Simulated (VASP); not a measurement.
ZrAl3N4, 8 atoms in the cell. It takes space group P4/mmm (No. 123, tetragonal). The conventional cell has a = 3.031 Å, b = 3.031 Å, c = 8.488 Å, α = 90.00°, β = 90.00°, γ = 90.00°. Within 2.8 Å of Zr (site symmetry 4/mmm) lie 6 N at 2.14 to 2.29 Å. Al (site symmetry 4mm) has 6 N at 1.98 to 2.26 Å within 2.6 Å. Within 2.6 Å of Al (site symmetry 4/mmm) lie 6 N at 1.95 to 2.14 Å. N (site symmetry 4/mmm) has 4 Zr at 2.14 Å and 2 Al at 2.26 Å within 2.8 Å. Within 2.6 Å of N (site symmetry 4mm) lie 5 Al at 1.95 to 2.14 Å and 1 Zr at 2.29 Å. N (site symmetry 4/mmm) has 6 Al at 1.98 to 2.14 Å within 2.6 Å. 

* Program: VASP 6.6.1
* Task: single point
* Functional: PBE
* Potentials or basis: VASP PAW PBE potentials, release 64 (Zr_sv, Al, N)
* Cutoff: 520 eV
* k mesh: 12 × 12 × 6
* Occupations: gaussian, width 0.1 eV
* Spin: no spin polarisation
* Dipole correction: no
* Further INCAR settings: ALGO = Normal; EDIFF = 1e-07; NBANDS = 30

Potentials or basis: VASP PAW PBE potentials, release 64 (Zr_sv, Al, N).

Launch:

```console
$ cat potpaw_PBE.64/Zr_sv/POTCAR potpaw_PBE.64/Al/POTCAR potpaw_PBE.64/N/POTCAR > POTCAR
$ mpirun -np 1 vasp_std > vasp.out
```

Hardware: 1 thread of Intel(R) Xeon(R) 6975P-C (Granite Rapids) (shared host).

How long does it take, and how much memory?

It took 90 s on 1 thread of Intel(R) Xeon(R) 6975P-C (Granite Rapids), with other jobs on the host, peak memory 0.34 GiB. Counts: scf iterations 15, k points 112.
